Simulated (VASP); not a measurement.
# CuMo2 (Fm-3m) in VASP: further runs

Runs on CuMo2. Level: PBE. Tasks: single point, relaxation of cell and atoms.

Program: VASP 6.6.1. These are calculated values, not measurements. Logs are shortened: lines on timing, memory, paths and dates and some standing lists are left out, and cuts for length are marked.

### 1 The cell of the first run

The structure is cubic, space group Fm-3m (No. 225). The conventional cell has a = 5.805 Å, b = 5.805 Å, c = 5.805 Å, α = 90.00°, β = 90.00°, γ = 90.00°. Within 3.3 Å of Cu (site symmetry m-3m) lie 8 Mo at 2.51 Å. Within 3.3 Å of Mo (site symmetry -43m) lie 4 Cu at 2.51 Å and 6 Mo at 2.90 Å.

### 2 Single point, PBE

Contents of INCAR:

```
PREC = Accurate
ENCUT = 520
EDIFF = 1E-7
ISMEAR = 0
SIGMA = 0.1
LREAL = False
LASPH = True
NELM = 100
ALGO = Fast
ISIF = 2
LWAVE = False
LCHARG = False
GGA = PE
NBANDS = 26
```

Contents of KPOINTS:

```
Automatic mesh
0
Gamma
  14 14 14
```

Contents of POSCAR:

```
CuMo2
1.0
    0.0000000000      2.9026718158      2.9026718158
    2.9026718158      0.0000000000      2.9026718158
    2.9026718158      2.9026718158      0.0000000000
Cu Mo
1 2
Direct
    0.0000000000      0.0000000000      0.0000000000
    0.2500000000      0.2500000000      0.2500000000
    0.7500000000      0.7500000000      0.7500000000
```

Potentials or basis: VASP PAW PBE potentials, release 64 (Cu, Mo_sv).

The run is started by

```bash
$ cat potpaw_PBE.64/Cu/POTCAR potpaw_PBE.64/Mo_sv/POTCAR > POTCAR
$ mpirun -np 1 vasp_std > vasp.out
```

OUTCAR:

```text
PREC = Accurate
   ENCUT = 520
   EDIFF = 1E-7
   ISMEAR = 0
   LREAL = False
   LASPH = True
   NELM = 100
   ISIF = 2
   GGA = PE

 ion  position               nearest neighbor table
   1  0.000  0.000  0.000-   3 2.51   3 2.51   2 2.51   3 2.51   2 2.51   2 2.51   3 2.51   2 2.51

   2  0.250  0.250  0.250-   1 2.51   1 2.51   1 2.51   1 2.51   3 2.90   3 2.90   3 2.90   3 2.90
                             3 2.90   3 2.90
   3  0.750  0.750  0.750-   1 2.51   1 2.51   1 2.51   1 2.51   2 2.90   2 2.90   2 2.90   2 2.90
                             2 2.90   2 2.90

  LATTYP: Found a face centered cubic cell.
 ALAT       =     5.8053436316

  Lattice vectors:

 A1 = (   0.0000000000,   2.9026718158,   2.9026718158)
 A2 = (   2.9026718158,   0.0000000000,   2.9026718158)
 A3 = (   2.9026718158,   2.9026718158,   0.0000000000)

Analysis of symmetry for initial positions (statically):
=====================================================================
 Subroutine PRICEL returns:
 Original cell was already a primitive cell.

 Routine SETGRP: Setting up the symmetry group for a
 face centered cubic supercell.

 Subroutine GETGRP returns: Found 48 space group operations
 (whereof 48 operations were pure point group operations)
 out of a pool of 48 trial point group operations.

The static configuration has the point symmetry O_h .

Analysis of symmetry for dynamics (positions and initial velocities):
=====================================================================
 Subroutine PRICEL returns:
 Original cell was already a primitive cell.

 Routine SETGRP: Setting up the symmetry group for a
 face centered cubic supercell.

 Subroutine GETGRP returns: Found 48 space group operations
 (whereof 48 operations were pure point group operations)
 out of a pool of 48 trial point group operations.

The dynamic configuration has the point symmetry O_h .

 Subroutine INISYM returns: Found 48 space group operations
 (whereof 48 operations are pure point group operations),
 and found     1 'primitive' translations

----------------------------------------------------------------------------------------

                                     Primitive cell

  volume of cell :      48.9129

  direct lattice vectors                    reciprocal lattice vectors
     0.000000000  2.902671816  2.902671816    -0.172255092  0.172255092  0.172255092
     2.902671816  0.000000000  2.902671816     0.172255092 -0.172255092  0.172255092
     2.902671816  2.902671816  0.000000000     0.172255092  0.172255092 -0.172255092

  length of vectors
     4.104997849  4.104997849  4.104997849     0.298354571  0.298354571  0.298354571

  position of ions in fractional coordinates (direct lattice)
     0.000000000  0.000000000  0.000000000
     0.250000000  0.250000000  0.250000000
     0.750000000  0.750000000  0.750000000

  ion indices of the primitive-cell ions
   primitive index   ion index
                 1           1
                 2           2
                 3           3

----------------------------------------------------------------------------------------

 KPOINTS: Automatic mesh

Automatic generation of k-mesh.
 Grid dimensions read from file:
 generate k-points for:   14   14   14

 Generating k-lattice:

  Cartesian coordinates                     Fractional coordinates (reciprocal lattice)
    -0.012303935  0.012303935  0.012303935     0.071428571  0.000000000  0.000000000
     0.012303935 -0.012303935  0.012303935     0.000000000  0.071428571  0.000000000
     0.012303935  0.012303935 -0.012303935     0.000000000  0.000000000  0.071428571

  Length of vectors
     0.021311041  0.021311041  0.021311041

  Shift w.r.t. Gamma in fractional coordinates (k-lattice)
     0.000000000  0.000000000  0.000000000

 Subroutine IBZKPT returns following result:
 ===========================================

 Found    104 irreducible k-points:

 Following reciprocal coordinates:
            Coordinates               Weight
  0.000000  0.000000  0.000000      1.000000
  0.071429  0.000000  0.000000      8.000000
  0.142857  0.000000  0.000000      8.000000
  0.214286  0.000000  0.000000      8.000000
  0.285714  0.000000  0.000000      8.000000
  0.357143  0.000000  0.000000      8.000000
[... 16 lines left out ...]
  0.214286  0.142857  0.000000     24.000000
  0.285714  0.142857  0.000000     24.000000
 [... further k-points ...]
   k-points           NKPTS =    104   k-points in BZ     NKDIM =    104   number of bands    NBANDS=     26
   number of dos      NEDOS =    301   number of ions     NIONS =      3
   total plane-waves  NPLWV =  32768
   dimension x,y,z NGX =    32 NGY =   32 NGZ =   32
   dimension x,y,z NGXF=    64 NGYF=   64 NGZF=   64
   ions per type =               1   2
   NGX,Y,Z   is equivalent  to a cutoff of  12.96, 12.96, 12.96 a.u.
   NGXF,Y,Z  is equivalent  to a cutoff of  25.92, 25.92, 25.92 a.u.
 SYSTEM =  unknown system
   PREC   = accura    normal or accurate (medium, high low for compatibility)
   ISTART =      0    job   : 0-new  1-cont  2-samecut
   ICHARG =      2    charge: 1-file 2-atom 10-const
   ISPIN  =      1    spin polarized calculation?
   LNONCOLLINEAR =      F non collinear calculations
   LSORBIT =      F    spin-orbit coupling
   LASPH  =      T    aspherical Exc in radial PAW
   ENCUT  =  520.0 eV  38.22 Ry    6.18 a.u.   7.63  7.63  7.63*2*pi/ulx,y,z
   NELM   =    100;   NELMIN=  2; NELMDL= -5     # of ELM steps
   EDIFF  = 0.1E-06   stopping-criterion for ELM
   LREAL  =      F    real-space projection
   EDIFFG = 0.1E-05   stopping-criterion for IOM
   NSW    =      0    number of steps for IOM
   IBRION =     -1    ionic relax: 0-MD 1-quasi-New 2-CG
   NFREE  =      0    steps in history (QN), initial steepest desc. (CG)
   ISIF   =      2    stress and relaxation
   ISYM   =      2    0-nonsym 1-usesym 2-fastsym
   POTIM  = 0.5000    time-step for ionic-motion
   TEBEG  =    0.0;   TEEND  =   0.0 temperature during run
   PSTRESS=    0.0 pullay stress
   NELECT =      39.0000    total number of electrons
   NUPDOWN=      -1.0000    fix difference up-down
   EMIN   =  10.00;   EMAX   =-10.00  energy-range for DOS
   EFERMI =   0.00;   METHOD = LEGACY
   ISMEAR =     0;   SIGMA  =   0.10  broadening in eV -4-tet -1-fermi 0-gaus
   EFERMI_NEDOS =   21; number of points for ismear=-14 and -15
   IALGO  =     68    algorithm
   IMIX   =      4    mixing-type and parameters
     AMIX     =   0.40;   BMIX     =  1.00
     AMIX_MAG =   1.60;   BMIX_MAG =  1.00
  volume/ion in A,a.u.               =      16.30       110.03
  Fermi-wavevector in a.u.,A,eV,Ry     =   1.518058  2.868714 31.354637  2.304501
  Thomas-Fermi vector in A             =   2.627230
   LORBIT       =      0    0 simple, 1 ext, 2 COOP (PROOUT), +10 PAW based schemes
   GGA     = PE    functional components
   LHFCALC =     F    Hartree Fock is set to
   AEXX    =    0.0000 exact exchange contribution
   IVDW    =     0    specifies the selected vdW correction
   LEPSILON=     F    determine dielectric tensor
   LRPA    =     F    only Hartree local field effects (RPA)
 non-spin polarized calculation
 RMM-DIIS sequential band-by-band and
 Gauss-broadening in eV      SIGMA  =   0.10
  energy-cutoff  :      520.00
  volume of cell :       48.91
 maximum number of plane-waves:      1363
   NGX = 15   NGY = 15   NGZ = 15

 number of electron      38.9999993 magnetization

 Free energy of the ion-electron system (eV)
  ---------------------------------------------------
  ext. energy  EPLUGINS =         0.00000000
  ---------------------------------------------------
  free energy    TOTEN  =       -22.75173938 eV

  energy without entropy =      -22.74064611  energy(sigma->0) =      -22.74619274

 E-fermi :   9.3732     XC(G=0): -12.3621

 val. band max:        9.3526776887   @ k =   0.5000   0.4286   0.0714
 cond. band min:       9.3799433713   @ k =  -0.4286   0.4286   0.1429
 fundamental gap:      0.0272656826
 Fermi energy:         9.3731652115

 k-point     1 :       0.0000    0.0000    0.0000
  band No.  band energies     occupation
      1     -51.6391      2.00000
      2     -51.4748      2.00000
      3     -25.8498      2.00000
      4     -25.8498      2.00000
      5     -25.8498      2.00000
      6     -25.4241      2.00000
[... 18 lines left out ...]
     25      16.0430      0.00000
     26      18.2724      0.00000

 k-point     2 :       0.0714    0.0000    0.0000
  band No.  band energies     occupation
      1     -51.6369      2.00000
      2     -51.4768      2.00000
      3     -25.8453      2.00000
      4     -25.8448      2.00000
      5     -25.8448      2.00000
      6     -25.4311      2.00000
[... 18 lines left out ...]
     25      16.1923      0.00000
     26      17.7125      0.00000

 k-point     3 :       0.1429    0.0000    0.0000
  band No.  band energies     occupation
      1     -51.6307      2.00000
      2     -51.4828      2.00000
      3     -25.8322      2.00000
      4     -25.8301      2.00000
      5     -25.8301      2.00000
      6     -25.4516      2.00000
[... 18 lines left out ...]
     25      16.3637      0.00000
     26      16.7389      0.00000

 k-point     4 :       0.2143    0.0000    0.0000
  band No.  band energies     occupation
      1     -51.6207      2.00000
      2     -51.4924      2.00000
      3     -25.8109      2.00000
      4     -25.8063      2.00000
      5     -25.8063      2.00000
      6     -25.4833      2.00000
[... 18 lines left out ...]
     25      15.0372      0.00000
     26      17.3576      0.00000
[... 496 lines left out ...]
      1     -51.6284      2.00000
      2     -51.4849      2.00000
      3     -25.8614      2.00000
      4     -25.8614      2.00000
      5     -25.7539      2.00000
      6     -25.5339      2.00000
[... 18 lines left out ...]
     25      16.8026      0.00000
     26      17.0599      0.00000

 k-point    23 :       0.2143    0.1429    0.0000
  band No.  band energies     occupation
      1     -51.6217      2.00000
      2     -51.4913      2.00000
      3     -25.8620      2.00000
      4     -25.8615      2.00000
      5     -25.7066      2.00000
      6     -25.5872      2.00000
[... 18 lines left out ...]
     25      16.1010      0.00000
     26      17.2328      0.00000

 k-point    24 :       0.2857    0.1429    0.0000
  band No.  band energies     occupation
      1     -51.6116      2.00000
      2     -51.5010      2.00000
      3     -25.8529      2.00000
      4     -25.8509      2.00000
      5     -25.6562      2.00000
      6     -25.6433      2.00000
[... 18 lines left out ...]
     25      14.7888      0.00000
     26      16.8432      0.00000

 [... further k-points ...]

------------------------ aborting loop because EDIFF is reached ----------------------------------------

  FORCE on cell =-STRESS in cart. coord.  units (eV):
  Direction    XX          YY          ZZ          XY          YZ          ZX
  --------------------------------------------------------------------------------------
  -------------------------------------------------------------------------------------
  Total        0.0692971      0.0692971      0.0692971      0.0000000     -0.0000000      0.0000000
  in kB        2.2698738      2.2698738      2.2698738      0.0000000     -0.0000000      0.0000000
  external PRESSURE =       2.2698738 kB  Pullay stress =       0.0000000 kB

 VOLUME and BASIS-vectors are now :
 -----------------------------------------------------------------------------
  energy-cutoff  :      520.00
  volume of cell :       48.91
      direct lattice vectors                 reciprocal lattice vectors
     0.000000000  2.902671816  2.902671816    -0.172255092  0.172255092  0.172255092
     2.902671816  0.000000000  2.902671816     0.172255092 -0.172255092  0.172255092
     2.902671816  2.902671816  0.000000000     0.172255092  0.172255092 -0.172255092

 POSITION                                       TOTAL-FORCE (eV/Angst)
 -----------------------------------------------------------------------------------
      0.00000      0.00000      0.00000        -0.000000     -0.000000      0.000000
      1.45134      1.45134      1.45134        -0.000000     -0.000000     -0.000000
      4.35401      4.35401      4.35401         0.000000      0.000000      0.000000
 -----------------------------------------------------------------------------------
    total drift:                                0.000000     -0.000000      0.000000

  FREE ENERGIE OF THE ION-ELECTRON SYSTEM (eV)
  ---------------------------------------------------
  free  energy   TOTEN  =       -22.7517393828 eV

  energy  without entropy=      -22.7406461066  energy(sigma->0) =      -22.74619274
```

Run time: 2.3 min. Hardware: 1 thread of Intel Xeon 8259CL, shared host; peak memory 0.27 GiB.

What came out:

```yaml
Free_energy: -22.7517 eV
Pressure: 0.2 GPa
Band_gap_on_the_k_mesh: zero (an odd number of electrons rules out a gap without spin polarisation)
```

[end of part 1 of 2]

The gap in the log of VASP goes by the Fermi energy; the results here count the filled bands.